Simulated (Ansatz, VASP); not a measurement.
One calculation of Ag, two programs

File POSCAR:

```
Ag
1.0
    0.0000000000      2.0743087130      2.0743087130
    2.0743087130      0.0000000000      2.0743087130
    2.0743087130      2.0743087130      0.0000000000
Ag
1
Direct
    0.0000000000      0.0000000000      0.0000000000
```

File INCAR.step1:

```
SYSTEM = Ag
PREC = Accurate ; ENCUT = 520
EDIFF = 1E-5 ; ISMEAR = 0
SIGMA = 0.05 ; LREAL = .FALSE.
LASPH = .TRUE. ; NELM = 80
ALGO = Normal ; ISIF = 2
LWAVE = .TRUE. ; GGA = PE
NBANDS = 12
```

Contents of INCAR.step2:

```
SYSTEM = Ag
PREC = Accurate ; ENCUT = 520
EDIFF = 1E-6 ; ISMEAR = 0
SIGMA = 0.05 ; LREAL = .FALSE.
LASPH = .TRUE. ; NELM = 80
ALGO = Normal ; ISIF = 2
LWAVE = .FALSE. ; LCHARG = .TRUE.
GGA = PE ; LHFCALC = .TRUE.
HFSCREEN = 0.2079 ; PRECFOCK = Normal
LELF = .TRUE. ; LVHAR = .TRUE.
ISTART = 1 ; NBANDS = 12
```

File KPOINTS:

```
regular mesh
0
G
  8 8 8
  0 0 0
```

Input for Ansatz:

```yaml
crystal:
  lattice:
    - [0.0, 2.074308713, 2.074308713]
    - [2.074308713, 0.0, 2.074308713]
    - [2.074308713, 2.074308713, 0.0]
  atoms:
    - { symbol: Ag, position: [0.0, 0.0, 0.0] }
basis:
  ecutwfc: 420
  ecutrho_ratio: 4
kpoints:
  mp_grid: { grid: [8, 8, 8] }
hamiltonian:
  xc: hse06
scf:
  occupations: { method: gaussian, width: 0.05 }
output:
  forces: true
  stress: true
  eigenvalues: true
```

Alike in both runs: task single point; functional HSE06; k mesh 8 × 8 × 8; occupations gaussian, width 0.05 eV; no spin polarisation.

|  | VASP | Ansatz |
| --- | --- | --- |
| version | VASP 6.6.1 | Ansatz 0.2.0 |
| potentials or method | VASP PAW PBE potentials, release 64 (Ag), cutoff 520 eV | scalar-relativistic, plane waves, PAW |
| valence electrons in the cell | 11 | 19 |

|  | VASP | Ansatz | Ansatz less VASP |
| --- | --- | --- | --- |
| gap on the k mesh at the Fermi level (eV) | none | none | - |
| pressure (GPa) | 0.3 | 0.3 | -0.02 |

A gap of «none» marks a metal or a gap that the smearing closes. With one functional, cell and mesh, what is left measures potentials, basis and numerics. VASP's potentials hold 11 valence electrons a cell and Ansatz's 19, so a difference there can come from the potentials and not from the codes. Ansatz's warnings: filled band counts differ across k points, stress exchange threshold loose, stress scf threshold loose.
